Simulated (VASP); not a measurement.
Here is a VASP 6.6.1 calculation.

INCAR

```
SYSTEM = SnO
ALGO = Normal
EDIFF = 1E-6
ENCUT = 600
GGA = LIBXC
GGA_COMPAT = .False.
ISIF = 2
ISMEAR = -1
LASPH = .True.
LCHARG = .False.
LIBXC1 = GGA_X_B88
LIBXC2 = GGA_C_PBE
LREAL = .False.
LWAVE = .False.
NBANDS = 28
NELM = 120
PREC = Accurate
SIGMA = 0.05
```

File KPOINTS:

```
k-points
0
Gamma
  7 7 6
  0 0 0
```

File POSCAR:

```
SnO
1.0
    3.7621524798      0.0000000000      0.0000000000
    0.0000000000      3.7621524798      0.0000000000
    0.0000000000      0.0000000000      4.8208658347
Sn O
2 2
Direct
    0.5000000000      0.0000000000      0.7646261400
    0.0000000000      0.5000000000      0.2353738600
    0.0000000000      0.0000000000      0.0000000000
    0.5000000000      0.5000000000      0.0000000000
```

Potentials or basis: VASP PAW PBE potentials, release 64 (Sn_d, O).

The run is started by

```console
$ cat potpaw_PBE.64/Sn_d/POTCAR potpaw_PBE.64/O/POTCAR > POTCAR
$ mpirun -np 1 vasp_std > vasp.out
```

**Question.** Predict the pressure.

**Answer.** 7.9 GPa.

**Question.** What does it give for the largest force?

**Answer.** 1.034 eV/Å.

Forces on the atoms (eV/Å):
```
Sn   0.000  0.000 -1.034
Sn   0.000  0.000  1.034
O    0.000  0.000  0.000
O    0.000  0.000  0.000
```

Caveat: the cell stands under pressure; the PAW data sets were made with another functional, which shifts forces and pressure a little.
